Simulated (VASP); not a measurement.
Here is a VASP 6.6.1 calculation.

INCAR

```
SYSTEM = Cu
ALGO     = Normal         ! electronic algorithm
EDIFF    = 1E-6           ! SCF threshold, eV
EDIFFG   = -0.005         ! ionic threshold
ENCUT    = 600            ! plane-wave cutoff, eV
GGA      = PS             ! functional
IBRION   = 2              ! ionic algorithm
ISIF     = 3              ! what is computed and relaxed
ISMEAR   = -1             ! smearing method
LASPH    = .True.         ! aspherical terms in the spheres
LCHARG   = .False.        ! write CHGCAR
LREAL    = .False.        ! projectors in reciprocal space
LWAVE    = .False.        ! write WAVECAR
NELM     = 60             ! most SCF steps
NSW      = 60             ! ionic steps
PREC     = Accurate       ! precision mode
PSTRESS  = 2900.0       
SIGMA    = 0.08           ! smearing width, eV
```

The input KPOINTS:

```
k-points
0
Gamma
  20 20 11
  0 0 0
```

File POSCAR:

```
Cu
1.0
    2.1388701627      0.0000000000      0.0000000000
   -1.0694350813      1.8523158963      0.0000000000
    0.0000000000      0.0000000000      3.4649696635
Cu
2
Direct
    0.3333333333      0.6666666667      0.2500000000
    0.6666666667      0.3333333333      0.7500000000
```

Potentials or basis: VASP PAW PBE potentials, release 64 (Cu).

Command:

```sh
$ cat potpaw_PBE.64/Cu/POTCAR > POTCAR
$ mpirun -np 1 vasp_std > vasp.out
```

Question: What does it give for the band gap on the k mesh?

Answer: Zero (band 11 reaches 22.10 eV, above the bottom of band 12 at 13.60 eV).

Question: What does it give for the relaxed cell?

Answer: a = 2.131 Å, b = 2.131 Å, c = 3.491 Å, α = 90.00°, β = 90.00°, γ = 120.00°.

Question: What does it give for the relaxed volume?

Answer: 6.86 Å³/atom.

Question: Estimate the space group after relaxing (to 0.05 Å).

Answer: P6_3/mmc (No. 194).

Step by step:
```tsv
step	energy change (eV)	largest force (eV/Å)	pressure (GPa)	volume (Å³)
1	0.0000	0.0000	289.89	13.73
2	0.0225	0.0000	290.94	13.72
3	0.0055	0.0000	290.17	13.72
4	0.0053	0.0000	290.20	13.72
5	-0.0223	0.0000	288.95	13.74
6	0.0024	0.0000	289.85	13.72
7	0.0036	0.0000	290.42	13.72
8	0.0027	0.0000	289.84	13.72
9	0.0031	0.0000	290.18	13.72
10	0.0029	0.0000	290.01	13.72
11	0.0028	0.0000	290.04	13.72
12	0.0027	0.0000	290.03	13.72
13	0.0019	0.0000	290.02	13.72
```

Caveat: the cell is relaxed towards a set pressure, so the enthalpy falls and the energy may rise; the PAW data sets were made with another functional, which shifts forces and pressure a little.
